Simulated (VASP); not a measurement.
# Ir (R-3m) in VASP: further runs

The runs below take Ir through electric field gradients, with PBE.

Everything below comes from runs of VASP 6.6.1. Logs are shortened: lines on timing, memory, paths and dates and some standing lists are left out, and cuts for length are marked.

**1. The cell of the first run**

The structure is trigonal, space group R-3m (No. 166). Conventional cell: a = 3.715 Å, b = 3.715 Å, c = 9.101 Å, α = 90.00°, β = 90.00°, γ = 120.00°. Ir (site symmetry 3m) has 4 Ir at 2.21 to 2.50 Å within 2.9 Å.

**2. Electric field gradients, PBE (shortest bond scaled by 1.1)**

Contents of INCAR:

```
PREC     = Accurate       # precision mode
ENCUT    = 520            # plane-wave cutoff, eV
EDIFF    = 1E-8           # SCF threshold, eV
ISMEAR   = -1             # smearing method
SIGMA    = 0.05           # smearing width, eV
LREAL    = F              # projectors in reciprocal space
LASPH    = T              # aspherical terms in the spheres
NELM     = 60             # most SCF steps
ALGO     = Normal         # electronic algorithm
ISIF     = 2              # what is computed and relaxed
LWAVE    = F              # write WAVECAR
LCHARG   = F              # write CHGCAR
GGA      = PE             # functional
LEFG     = T            
NBANDS   = 16             # bands
```

Contents of KPOINTS:

```
Automatic mesh
0
Gamma
  10 10 10
```

Contents of POSCAR:

```
Ir
1.0
    0.0000000000      2.6272165707      2.6272165707
    2.6272165707      0.0000000000      2.6272165707
    2.6272165707      2.6272165707      0.0000000000
Ir
2
Direct
   -0.0875000000     -0.1375000000     -0.1375000000
    0.0875000000      0.1375000000      0.1375000000
```

Potentials or basis: VASP PAW PBE potentials, release 64 (Ir).

Started as:

```console
$ cat potpaw_PBE.64/Ir/POTCAR > POTCAR
$ mpirun -np 1 vasp_std > vasp.out
```

OUTCAR:

```text
PREC = Accurate
   ENCUT = 520
   EDIFF = 1E-8
   ISMEAR = -1
   LREAL = F
   LASPH = T
   NELM = 60
   ISIF = 2
   GGA = PE

 ion  position               nearest neighbor table
   1  0.913  0.862  0.862-   2 2.21   2 2.21   2 2.21   2 2.50
   2  0.087  0.138  0.138-   1 2.21   1 2.21   1 2.21   1 2.50

  LATTYP: Found a face centered cubic cell.
 ALAT       =     5.2544331414

  Lattice vectors:

 A1 = (   0.0000000000,   2.6272165707,   2.6272165707)
 A2 = (   2.6272165707,   0.0000000000,   2.6272165707)
 A3 = (   2.6272165707,   2.6272165707,   0.0000000000)

Analysis of symmetry for initial positions (statically):
=====================================================================
 Subroutine PRICEL returns:
 Original cell was already a primitive cell.

 Routine SETGRP: Setting up the symmetry group for a
 face centered cubic supercell.

 Subroutine GETGRP returns: Found 12 space group operations
 (whereof  4 operations were pure point group operations)
 out of a pool of 48 trial point group operations.

The static configuration has the point symmetry C_2h.
 The point group associated with its full space group is D_3d.

Analysis of symmetry for dynamics (positions and initial velocities):
=====================================================================
 Subroutine PRICEL returns:
 Original cell was already a primitive cell.

 Routine SETGRP: Setting up the symmetry group for a
 face centered cubic supercell.

 Subroutine GETGRP returns: Found 12 space group operations
 (whereof  4 operations were pure point group operations)
 out of a pool of 48 trial point group operations.

The dynamic configuration has the point symmetry C_2h.
 The point group associated with its full space group is D_3d.

 Subroutine INISYM returns: Found 12 space group operations
 (whereof  4 operations are pure point group operations),
 and found     1 'primitive' translations

----------------------------------------------------------------------------------------

                                     Primitive cell

  volume of cell :      36.2675

  direct lattice vectors                    reciprocal lattice vectors
     0.000000000  2.627216571  2.627216571    -0.190315487  0.190315487  0.190315487
     2.627216571  0.000000000  2.627216571     0.190315487 -0.190315487  0.190315487
     2.627216571  2.627216571  0.000000000     0.190315487  0.190315487 -0.190315487

  length of vectors
     3.715445306  3.715445306  3.715445306     0.329636092  0.329636092  0.329636092

  position of ions in fractional coordinates (direct lattice)
     0.912500000  0.862500000  0.862500000
     0.087500000  0.137500000  0.137500000

  ion indices of the primitive-cell ions
   primitive index   ion index
                 1           1
                 2           2

----------------------------------------------------------------------------------------

 KPOINTS: Automatic mesh

Automatic generation of k-mesh.
 Grid dimensions read from file:
 generate k-points for:   10   10   10

 Generating k-lattice:

  Cartesian coordinates                     Fractional coordinates (reciprocal lattice)
    -0.019031549  0.019031549  0.019031549     0.100000000  0.000000000  0.000000000
     0.019031549 -0.019031549  0.019031549     0.000000000  0.100000000  0.000000000
     0.019031549  0.019031549 -0.019031549     0.000000000  0.000000000  0.100000000

  Length of vectors
     0.032963609  0.032963609  0.032963609

  Shift w.r.t. Gamma in fractional coordinates (k-lattice)
     0.000000000  0.000000000  0.000000000

 Subroutine IBZKPT returns following result:
 ===========================================

 Found    116 irreducible k-points:

 Following reciprocal coordinates:
            Coordinates               Weight
  0.000000  0.000000  0.000000      1.000000
  0.100000  0.000000  0.000000      2.000000
  0.000000  0.100000  0.000000      6.000000
  0.200000  0.000000  0.000000      2.000000
  0.000000  0.200000  0.000000      6.000000
  0.300000  0.000000  0.000000      2.000000
[... 16 lines left out ...]
  0.000000  0.500000  0.100000     12.000000
  0.100000  0.000000  0.500000      6.000000
 [... further k-points ...]
   k-points           NKPTS =    116   k-points in BZ     NKDIM =    116   number of bands    NBANDS=     16
   number of dos      NEDOS =    301   number of ions     NIONS =      2
   total plane-waves  NPLWV =  21952
   dimension x,y,z NGX =    28 NGY =   28 NGZ =   28
   dimension x,y,z NGXF=    56 NGYF=   56 NGZF=   56
   ions per type =               2
   NGX,Y,Z   is equivalent  to a cutoff of  12.53, 12.53, 12.53 a.u.
   NGXF,Y,Z  is equivalent  to a cutoff of  25.06, 25.06, 25.06 a.u.
 SYSTEM =  unknown system
   PREC   = accura    normal or accurate (medium, high low for compatibility)
   ISTART =      0    job   : 0-new  1-cont  2-samecut
   ICHARG =      2    charge: 1-file 2-atom 10-const
   ISPIN  =      1    spin polarized calculation?
   LNONCOLLINEAR =      F non collinear calculations
   LSORBIT =      F    spin-orbit coupling
   LASPH  =      T    aspherical Exc in radial PAW
   ENCUT  =  520.0 eV  38.22 Ry    6.18 a.u.   6.91  6.91  6.91*2*pi/ulx,y,z
   NELM   =     60;   NELMIN=  2; NELMDL= -5     # of ELM steps
   EDIFF  = 0.1E-07   stopping-criterion for ELM
   LREAL  =      F    real-space projection
   EDIFFG = 0.1E-06   stopping-criterion for IOM
   NSW    =      0    number of steps for IOM
   IBRION =     -1    ionic relax: 0-MD 1-quasi-New 2-CG
   NFREE  =      0    steps in history (QN), initial steepest desc. (CG)
   ISIF   =      2    stress and relaxation
   ISYM   =      2    0-nonsym 1-usesym 2-fastsym
   POTIM  = 0.5000    time-step for ionic-motion
   TEBEG  =    0.0;   TEEND  =   0.0 temperature during run
   PSTRESS=    0.0 pullay stress
   NELECT =      18.0000    total number of electrons
   NUPDOWN=      -1.0000    fix difference up-down
   EMIN   =  10.00;   EMAX   =-10.00  energy-range for DOS
   EFERMI =   0.00;   METHOD = LEGACY
   ISMEAR =    -1;   SIGMA  =   0.05  broadening in eV -4-tet -1-fermi 0-gaus
   EFERMI_NEDOS =   21; number of points for ismear=-14 and -15
   IALGO  =     38    algorithm
   IMIX   =      4    mixing-type and parameters
     AMIX     =   0.40;   BMIX     =  1.00
     AMIX_MAG =   1.60;   BMIX_MAG =  1.00
  volume/ion in A,a.u.               =      18.13       122.37
  Fermi-wavevector in a.u.,A,eV,Ry     =   1.296164  2.449394 22.858330  1.680040
  Thomas-Fermi vector in A             =   2.427637
   LORBIT       =      0    0 simple, 1 ext, 2 COOP (PROOUT), +10 PAW based schemes
   GGA     = PE    functional components
[... 5 lines left out ...]
 non-spin polarized calculation
  energy-cutoff  :      520.00
  volume of cell :       36.27
 maximum number of plane-waves:       990
   NGX = 13   NGY = 13   NGZ = 13

 number of electron      17.9999999 magnetization

 Free energy of the ion-electron system (eV)
  ---------------------------------------------------
  ext. energy  EPLUGINS =         0.00000000
  ---------------------------------------------------
  free energy    TOTEN  =       -14.19104741 eV

  energy without entropy =      -14.17873107  energy(sigma->0) =      -14.18488924

 E-fermi :   7.5455     XC(G=0): -12.1086

 val. band max:        7.5384494693   @ k =   0.0000  -0.3000   0.2000
 cond. band min:       7.5459421139   @ k =  -0.2000   0.2000   0.0000
 fundamental gap:      0.0074926447
 Fermi energy:         7.5455446748

 k-point     1 :       0.0000    0.0000    0.0000
  band No.  band energies     occupation
      1      -1.8760      2.00000
      2       1.0934      2.00000
      3       1.0934      2.00000
      4       1.4142      2.00000
      5       2.1170      2.00000
      6       2.1170      2.00000
[... 8 lines left out ...]
     15      20.0607      0.00000
     16      21.2351      0.00000

 k-point     2 :       0.1000    0.0000    0.0000
  band No.  band energies     occupation
      1      -1.6951      2.00000
      2       1.0796      2.00000
      3       1.0796      2.00000
      4       1.4998      2.00000
      5       2.1938      2.00000
      6       2.1938      2.00000
[... 8 lines left out ...]
     15      19.8405      0.00000
     16      20.1885      0.00000
[... 387 lines left out ...]
      5       1.9691      2.00000
      6       2.3500      2.00000
[... 8 lines left out ...]
     15      18.4277      0.00000
     16      22.2200      0.00000

 k-point    24 :       0.1000    0.0000    0.5000
  band No.  band energies     occupation
      1       0.3107      2.00000
      2       0.7477      2.00000
      3       0.9243      2.00000
      4       1.3956      2.00000
      5       1.5691      2.00000
      6       2.5513      2.00000
[... 8 lines left out ...]
     15      17.7432      0.00000
     16      22.5476      0.00000

 [... further k-points ...]
[... 5 lines left out ...]
  --------------------------------------------------------------------------------------
  -------------------------------------------------------------------------------------
  Total       12.0471515     12.0471515     12.0471515      4.1819216     -4.1819216      4.1819216
  in kB      532.2030197    532.2030197    532.2030197    184.7433649   -184.7433649    184.7433649
  external PRESSURE =     532.2030197 kB  Pullay stress =       0.0000000 kB

 VOLUME and BASIS-vectors are now :
 -----------------------------------------------------------------------------
  energy-cutoff  :      520.00
  volume of cell :       36.27
      direct lattice vectors                 reciprocal lattice vectors
     0.000000000  2.627216571  2.627216571    -0.190315487  0.190315487  0.190315487
     2.627216571  0.000000000  2.627216571     0.190315487 -0.190315487  0.190315487
     2.627216571  2.627216571  0.000000000     0.190315487  0.190315487 -0.190315487

 POSITION                                       TOTAL-FORCE (eV/Angst)
 -----------------------------------------------------------------------------------
      4.53195      4.66331      4.66331         3.409928     -3.409928     -3.409928
      0.72248      0.59112      0.59112        -3.409928      3.409928      3.409928
 -----------------------------------------------------------------------------------
    total drift:                               -0.000000      0.000000      0.000000

  FREE ENERGIE OF THE ION-ELECTRON SYSTEM (eV)
  ---------------------------------------------------
  free  energy   TOTEN  =       -14.1910474102 eV

  energy  without entropy=      -14.1787310658  energy(sigma->0) =      -14.18488924

 Electric field gradients (V/A^2)
---------------------------------------------------------------------
 ion       V_xx      V_yy      V_zz      V_xy      V_xz      V_yz
---------------------------------------------------------------------
   1       0.000    -0.000    -0.000   -84.366   -84.366    84.366
   2       0.000    -0.000    -0.000   -84.366   -84.366    84.366
---------------------------------------------------------------------

 Electric field gradients after diagonalization (V/A^2)
 (convention: |V_zz| > |V_xx| > |V_yy|)
----------------------------------------------------------------------
 ion       V_xx      V_yy      V_zz     asymmetry (V_yy - V_xx)/ V_zz
----------------------------------------------------------------------
   1     -84.366   -84.366   168.732       0.000
   2     -84.366   -84.366   168.732       0.000
----------------------------------------------------------------------

           NMR quadrupolar parameters

 Cq : quadrupolar parameter    Cq=e*Q*V_zz/h
 eta: asymmetry parameters     (V_yy - V_xx)/ V_zz
 Q  : nuclear electric quadrupole moment in mb (millibarn)
----------------------------------------------------------------------
 ion       Cq(MHz)       eta       Q (mb)
----------------------------------------------------------------------
   1       0.408       0.000       1.000
   2       0.408       0.000       1.000
----------------------------------------------------------------------
```

Run time: 98 s. Hardware: 1 thread of AMD EPYC 9R45, shared host; peak memory 0.17 GiB.

What came out:

| Property | Result |
| --- | --- |
| Free energy | -14.1910 eV |
| Pressure | 53.2 GPa |
| Largest force | 5.906 eV/Å |
| Band gap on the k mesh | zero (band 9 reaches 8.29 eV, above the bottom of band 10 at 6.54 eV) |

Forces in eV/Å, atoms in the order of the input:
```
Ir   3.410 -3.410 -3.410
Ir  -3.410  3.410  3.410
```

Levels at points of the mesh, in eV from the Fermi level:
```csv
k point,band 6,band 7,band 8,band 9,band 10,band 11,band 12,band 13
"(0.00, 0.00, 0.00)",-5.43,-2.78,-2.78,-1.42,0.84,0.84,11.03,11.12
"(0.50, 0.00, 0.00)",-4.61,-2.56,-1.16,-1.16,-1.01,-1.01,0.54,9.49
"(0.00, 0.50, 0.00)",-5.26,-2.64,-2.25,-0.59,0.59,0.81,2.32,8.98
"(0.50, 0.50, 0.00)",-4.18,-3.84,-2.01,0.56,0.72,1.66,2.59,3.87
```

Electric field gradients, principal values (V/Å²):
```
atom    least   middle  greatest (by size)
1 Ir  -84.366  -84.366             168.732
2 Ir  -84.366  -84.366             168.732
```

Caveat: the cell differs from its parent crystal (shortest bond scaled by 1.1); without QUAD_EFG the Cq values of the log hold for a quadrupole moment of 1 mb, not for the nuclei; spin-orbit coupling is left out, which moves the levels of the heavy elements; forces of over 1 eV/Å act on the atoms, so gaps and moduli don't describe the material at rest.

**3. Electric field gradients, PBE (shortest bond scaled by 0.82)**

Contents of INCAR:

```
SYSTEM = Ir
PREC = Accurate ; ENCUT = 520
EDIFF = 1E-8 ; ISMEAR = -1
SIGMA = 0.05 ; LREAL = .False.
LASPH = .True. ; NELM = 100
ALGO = Normal ; ISIF = 2
LWAVE = .False. ; LCHARG = .False.
GGA = PE ; LEFG = .True.
NBANDS = 16
```

Contents of KPOINTS:

```
regular mesh
0
Gamma
  10 10 10
  0 0 0
```

Contents of POSCAR:

```
Ir
1.0
    0.0000000000      2.6272165707      2.6272165707
    2.6272165707      0.0000000000      2.6272165707
    2.6272165707      2.6272165707      0.0000000000
Ir
2
Direct
   -0.1925000000     -0.1025000000     -0.1025000000
    0.1925000000      0.1025000000      0.1025000000
```

Potentials or basis: VASP PAW PBE potentials, release 64 (Ir).

Started as:

```console
$ cat potpaw_PBE.64/Ir/POTCAR > POTCAR
$ mpirun -np 1 vasp_std > vasp.out
```

OUTCAR:

```text
SYSTEM = Ir
   PREC = Accurate
   ENCUT = 520
   EDIFF = 1E-8
   ISMEAR = -1
   LREAL = .False.
   LASPH = .True.
   NELM = 100
   ISIF = 2
   GGA = PE

 ion  position               nearest neighbor table
   1  0.807  0.898  0.898-   2 1.87   2 2.44   2 2.44   2 2.44
   2  0.193  0.102  0.102-   1 1.87   1 2.44   1 2.44   1 2.44

  LATTYP: Found a face centered cubic cell.
 ALAT       =     5.2544331414

  Lattice vectors:

 A1 = (   0.0000000000,   2.6272165707,   2.6272165707)
 A2 = (   2.6272165707,   0.0000000000,   2.6272165707)
 A3 = (   2.6272165707,   2.6272165707,   0.0000000000)

Analysis of symmetry for initial positions (statically):
=====================================================================
 Subroutine PRICEL returns:
 Original cell was already a primitive cell.

 Routine SETGRP: Setting up the symmetry group for a
 face centered cubic supercell.

 Subroutine GETGRP returns: Found 12 space group operations
[... 644 lines left out ...]
  volume of cell :       36.27
      direct lattice vectors                 reciprocal lattice vectors
     0.000000000  2.627216571  2.627216571    -0.190315487  0.190315487  0.190315487
     2.627216571  0.000000000  2.627216571     0.190315487 -0.190315487  0.190315487
     2.627216571  2.627216571  0.000000000     0.190315487  0.190315487 -0.190315487

 POSITION                                       TOTAL-FORCE (eV/Angst)
 -----------------------------------------------------------------------------------
      4.71585      4.47940      4.47940       -12.556128     12.556128     12.556128
      0.53858      0.77503      0.77503        12.556128    -12.556128    -12.556128
 -----------------------------------------------------------------------------------
    total drift:                                0.000000      0.000000      0.000000

  FREE ENERGIE OF THE ION-ELECTRON SYSTEM (eV)
  ---------------------------------------------------
  free  energy   TOTEN  =       -11.3445319772 eV

  energy  without entropy=      -11.3288453162  energy(sigma->0) =      -11.33668865

 Electric field gradients (V/A^2)
---------------------------------------------------------------------
 ion       V_xx      V_yy      V_zz      V_xy      V_xz      V_yz
---------------------------------------------------------------------
   1       0.000    -0.000    -0.000   -74.026   -74.026    74.027
   2       0.000    -0.000    -0.000   -74.026   -74.026    74.027
---------------------------------------------------------------------

 Electric field gradients after diagonalization (V/A^2)
 (convention: |V_zz| > |V_xx| > |V_yy|)
----------------------------------------------------------------------
 ion       V_xx      V_yy      V_zz     asymmetry (V_yy - V_xx)/ V_zz
----------------------------------------------------------------------
   1     -74.027   -74.026   148.053       0.000
   2     -74.027   -74.026   148.053       0.000
----------------------------------------------------------------------

           NMR quadrupolar parameters

 Cq : quadrupolar parameter    Cq=e*Q*V_zz/h
 eta: asymmetry parameters     (V_yy - V_xx)/ V_zz
 Q  : nuclear electric quadrupole moment in mb (millibarn)
----------------------------------------------------------------------
 ion       Cq(MHz)       eta       Q (mb)
----------------------------------------------------------------------
   1       0.358       0.000       1.000
   2       0.358       0.000       1.000
----------------------------------------------------------------------
```

stdout:

```text
POSCAR found type information on POSCAR Ir
 POSCAR found :  1 types and       2 ions
 scaLAPACK will be used
 LDA part: xc-table for (Slater+PW92), standard interpolation
 POSCAR, INCAR and KPOINTS ok, starting setup
 FFT: planning ... GRIDC
 FFT: planning ... GRID_SOFT
 FFT: planning ... GRID
 WAVECAR not read
 entering main loop
ion   1

ion   2
```

Wall time 1.8 min (1 thread of AMD EPYC 9R45, shared host); peak memory 0.17 GiB.

What came out:

* Free energy: -11.3445 eV
* Pressure: 75.7 GPa
* Largest force: 21.748 eV/Å
* Band gap on the k mesh: zero (band 9 reaches 8.20 eV, above the bottom of band 10 at 6.87 eV)

Forces on the atoms (eV/Å):
```
Ir  -12.556  12.556  12.556
Ir   12.556 -12.556 -12.556
```

Stress tensor (GPa, compression positive):
```
 75.74 -60.34 -60.34
-60.34  75.74  60.34
-60.34  60.34  75.74
```

Levels at points of the mesh, in eV from the Fermi level:
```tsv
k point	band 7	band 8	band 9	band 10	band 11	band 12
(0.00, 0.00, 0.00)	-2.56	-2.00	-2.00	0.79	0.79	9.57
(0.50, 0.00, 0.00)	-2.01	-1.40	-1.40	2.62	2.62	3.48
(0.00, 0.50, 0.00)	-2.46	-1.46	-1.18	-0.30	0.11	2.38
(0.50, 0.50, 0.00)	-2.75	-2.60	0.53	1.77	2.10	2.30
```

Electric field gradients, principal values (V/Å²):
```tsv
atom	least	middle	greatest (by size)
1 Ir	-74.026	-74.027	148.053
2 Ir	-74.026	-74.027	148.053
```

Caveat: the cell differs from its parent crystal (shortest bond scaled by 0.82); without QUAD_EFG the Cq values of the log hold for a quadrupole moment of 1 mb, not for the nuclei; spin-orbit coupling is left out, which moves the levels of the heavy elements; forces of over 1 eV/Å act on the atoms, so gaps and moduli don't describe the material at rest.

(Part 1 of 2 ends here.)
